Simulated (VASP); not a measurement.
Write the native input for VASP 6.6.1 that does the following.

| Quantity | Value |
| --- | --- |
| Task | single point |
| Functional | PBE |
| Dispersion | D3(BJ) |
| Potentials or basis | VASP PAW PBE potentials, release 64 (S, Pt) |
| Cutoff | 520 eV |
| k mesh | 9 × 9 × 1 |
| Occupations | gaussian, width 0.05 eV |
| Spin | no spin polarisation |
| Dipole correction | yes |
| Further INCAR settings | ALGO = Normal; EDIFF = 1e-07; NBANDS = 31 |

The structure of PtS2 lies in POSCAR:

```
PtS2
1.0
    3.5414386157      0.0000000000      0.0000000000
   -1.7707193078      3.0669758072      0.0000000000
    0.0000000000      0.0000000000     22.4671575440
S Pt
4 2
Direct
    0.6666666667      0.3333333333      0.2002923597
    0.3333333333      0.6666666667      0.3108349936
    0.8333333333      0.6666666667      0.4773001992
    0.5000000000      1.0000000000      0.5878428332
    0.0000000000      0.0000000000      0.2555636767
    0.1666666667      0.3333333333      0.5325715162
```

This cell differs from its parent crystal: layers slid over each other.

The input as run:

INCAR

```
PREC = Accurate
ENCUT = 520
EDIFF = 1E-7
ISMEAR = 0
SIGMA = 0.05
LREAL = False
LASPH = True
NELM = 100
ALGO = Normal
ISIF = 2
LWAVE = False
LCHARG = False
LDIPOL = True
IDIPOL = 3
DIPOL = 0.5 0.5 0.394
GGA = PE
IVDW = 12
NBANDS = 31
```

KPOINTS

```
regular mesh
0
Gamma
  9 9 1
```

Potentials or basis: VASP PAW PBE potentials, release 64 (S, Pt).

Command:

```console
$ cat potpaw_PBE.64/S/POTCAR potpaw_PBE.64/Pt/POTCAR > POTCAR
$ mpirun -np 1 vasp_std > vasp.out
```

Results of the run:

```yaml
Largest_force: 0.057 eV/Å
Band_gap_on_the_k_mesh: 1.57 eV (least direct gap 1.66 eV)
Dispersion_energy_per_atom: -0.308 eV
```

Caveat: the cell differs from its parent crystal (layers slid over each other); spin-orbit coupling is left out, which moves the levels of the heavy elements.

Wall time 3 min on 1 thread of AMD EPYC 9R45 96-Core Processor (Zen 5), with other jobs on the host, peak memory 0.41 GiB.
